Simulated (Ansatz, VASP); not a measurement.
## One calculation of CaSe, two programs

The input INCAR:

```
SYSTEM = CaSe
PREC = Accurate
ENCUT = 520
EDIFF = 1E-7
ISMEAR = -1
SIGMA = 0.02
LREAL = .False.
LASPH = .True.
NELM = 80
ALGO = Normal
ISIF = 2
LWAVE = .False.
LCHARG = .True.
GGA = PE
LELF = .True.
LVHAR = .True.
NBANDS = 15
```

The input KPOINTS:

```
Automatic mesh
0
Gamma
  7 7 7
  0 0 0
```

The input POSCAR:

```
CaSe
1.0
    0.0000000000      2.9560000000      2.9560000000
    2.9560000000      0.0000000000      2.9560000000
    2.9560000000      2.9560000000      0.0000000000
Ca Se
1 1
Direct
    0.0000000000      0.0000000000      0.0000000000
    0.5000000000      0.5000000000      0.5000000000
```

Input for Ansatz:

```yaml
crystal:
  lattice:
    - [0.0, 2.956, 2.956]
    - [2.956, 0.0, 2.956]
    - [2.956, 2.956, 0.0]
  atoms:
    - { symbol: Ca, position: [0.0, 0.0, 0.0] }
    - { symbol: Se, position: [0.5, 0.5, 0.5] }
kpoints:
  mp_grid: { grid: [7, 7, 7] }
  band_path:
    path:
      - [0.0, 0.0, 0.0]
      - [0.5, 0.0, 0.5]
      - [0.625, 0.25, 0.625]
      - [0.375, 0.375, 0.75]
      - [0.0, 0.0, 0.0]
      - [0.5, 0.5, 0.5]
      - [0.5, 0.25, 0.75]
      - [0.5, 0.0, 0.5]
    npoints: 14
scf:
  occupations: { method: fermi_dirac, width: 0.02 }
hamiltonian:
  xc: pbe
  pseudopotentials: { kind: all_electron, lapw: { basis_error: 0.00025 } }
output:
  forces: true
  stress: true
  eigenvalues: true
  populations: true
  dos: { projected: true, de: 0.2, e_range: [-14, 8] }
```

Alike in both runs: task single point; functional PBE; k mesh 7 × 7 × 7; occupations fermi-dirac, width 0.02 eV; no spin polarisation.

|  | VASP | Ansatz |
| --- | --- | --- |
| version | VASP 6.6.1 | Ansatz 0.2.0 |
| potentials or method | VASP PAW PBE potentials, release 64 (Ca_sv, Se), cutoff 520 eV | all-electron LAPW, scalar-relativistic |

```csv
,VASP,Ansatz,Ansatz less VASP
gap on the k mesh at the Fermi level (eV),2.08,2.09,+0.009
pressure (GPa),1.3,1.2,-0.18
```

Ansatz ran all-electron here, and VASP with PAW potentials.
